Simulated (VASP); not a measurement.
Set up this calculation in VASP 6.6.1, as the native input.

```yaml
Task: single point
Functional: PBEsol
Potentials_or_basis: VASP PAW PBE potentials, release 64 (Nb_sv, B)
Cutoff: 520 eV
k_mesh: 18 × 18 × 14
Occupations: gaussian, width 0.1 eV
Spin: no spin polarisation
Dipole_correction: no
Further_INCAR_settings: ALGO = Normal; EDIFF = 1e-06; NBANDS = 16
```

The structure of NbB2 lies in POSCAR:

```
NbB2
1.0
    3.0960458401      0.0000000000      0.0000000000
   -1.5480229201      2.6812543488      0.0000000000
    0.0000000000      0.0000000000      3.2881531506
Nb B
1 2
Direct
    0.0000000000      0.0000000000      0.0000000000
    0.3333333333      0.6666666667      0.5000000000
    0.6666666667      0.3333333333      0.5000000000
```

These files were run (other wordings do the same):

INCAR

```
PREC = Accurate
ENCUT = 520
EDIFF = 1E-6
ISMEAR = 0
SIGMA = 0.1
LREAL = False
LASPH = True
NELM = 100
ALGO = Normal
ISIF = 2
LWAVE = False
LCHARG = False
GGA = PS
NBANDS = 16
```

KPOINTS

```
Automatic mesh
0
Gamma
  18 18 14
```

Potentials or basis: VASP PAW PBE potentials, release 64 (Nb_sv, B).

Launch:

```console
$ cat potpaw_PBE.64/Nb_sv/POTCAR potpaw_PBE.64/B/POTCAR > POTCAR
$ mpirun -np 1 vasp_std > vasp.out
```

It gave:

* Pressure: -0.2 GPa

Caveat: the PAW data sets were made with another functional, which shifts forces and pressure a little.

Run time: 31 s on 1 thread of Intel(R) Xeon(R) 6975P-C (Granite Rapids) (shared host), peak memory 0.24 GiB.
